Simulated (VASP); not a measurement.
Al:

```
CELL_PARAMETERS angstrom
4.17150 0.00000 0.00000
0.00000 4.17150 0.00000
0.00000 0.00000 4.17150
ATOMIC_POSITIONS crystal
Al 0.00000 0.00000 0.00000
Al 0.00000 0.50000 0.50000
Al 0.50000 0.00000 0.50000
Al 0.50000 0.50000 0.00000
```

| Quantity | Value |
| --- | --- |
| Program | VASP 6.6.1 |
| Task | relaxation of cell and atoms |
| Functional | PBE |
| Potentials or basis | VASP PAW PBE potentials, release 64 (Al) |
| Cutoff | 600 eV |
| k mesh | 6 × 6 × 6 |
| Occupations | methfessel-paxton, width 0.27 eV |
| Spin | no spin polarisation |

At the start: pressure -5.9 GPa; volume 18.15 Å³/atom.

Q: Where does the relaxation end?

A: Over 3 steps the energy falls by 31.6 meV/atom and the volume is 16.56 Å³/atom (-8.8 %); space group Fm-3m (No. 225, to 0.05 Å).

The path:
| step | energy change (eV) | largest force (eV/Å) | pressure (GPa) | volume (Å³) |
| --- | --- | --- | --- | --- |
| 1 | 0.0000 | 0.0000 | -5.91 | 72.59 |
| 2 | -0.1258 | 0.0000 | 0.55 | 65.78 |
| 3 | -0.1266 | 0.0000 | 0.01 | 66.23 |

Final structure:
```xyz
4
Lattice="4.0460 0.0000 0.0000 0.0000 4.0460 0.0000 0.0000 0.0000 4.0460" Properties=species:S:1:pos:R:3 pbc="T T T"
Al    0.0000    0.0000    0.0000
Al    0.0000    2.0230    2.0230
Al    2.0230    0.0000    2.0230
Al    2.0230    2.0230    0.0000
```
